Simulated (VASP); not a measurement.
Set up this calculation in VASP 6.6.1, as the native input.

* Task: single point
* Functional: PBE
* Potentials or basis: VASP PAW PBE potentials, release 64 (Be)
* Cutoff: 520 eV
* k mesh: 24 × 24 × 14
* Occupations: gaussian, width 0.15 eV
* Spin: no spin polarisation
* Dipole correction: no
* Further INCAR settings: ALGO = Fast; EDIFF = 1e-06; NBANDS = 9

The structure of Be lies in POSCAR:

```
Be
1.0
    2.2995019849      0.0000000000      0.0000000000
   -1.1497509925      1.9914271350      0.0000000000
    0.0000000000      0.0000000000      3.6009000000
Be
2
Direct
    0.2580104669      0.5160209339      0.0833749896
    0.6666666667      0.3333333333      0.7500000000
```

This cell differs from its parent crystal: atom 1 (Be) moved by (-0.300, -0.600) A along y and z.

The input as run:

INCAR

```
SYSTEM = Be
PREC = Accurate ; ENCUT = 520
EDIFF = 1E-6 ; ISMEAR = 0
SIGMA = 0.15 ; LREAL = .False.
LASPH = .True. ; NELM = 60
ALGO = Fast ; ISIF = 2
LWAVE = .False. ; LCHARG = .False.
GGA = PE ; NBANDS = 9
```

KPOINTS

```
regular mesh
0
Gamma
  24 24 14
  0 0 0
```

Potentials or basis: VASP PAW PBE potentials, release 64 (Be).

Command:

```console
$ cat potpaw_PBE.64/Be/POTCAR > POTCAR
$ mpirun -np 1 vasp_std > vasp.out
```

Results of the run:

```
Pressure               : 27.8 GPa
Largest force          : 6.584 eV/Å
Band gap on the k mesh : zero (band 2 reaches 7.27 eV, above the bottom of band 3 at 5.08 eV)
```

Caveat: the cell differs from its parent crystal (atom 1 (Be) moved by (-0.300, -0.600) A along y and z); forces of over 1 eV/Å act on the atoms, so gaps and moduli don't describe the material at rest.

Run time: 3.6 min on 1 thread of AMD EPYC 7R43 64-Core Processor (Zen 3) (shared host), peak memory 0.32 GiB.
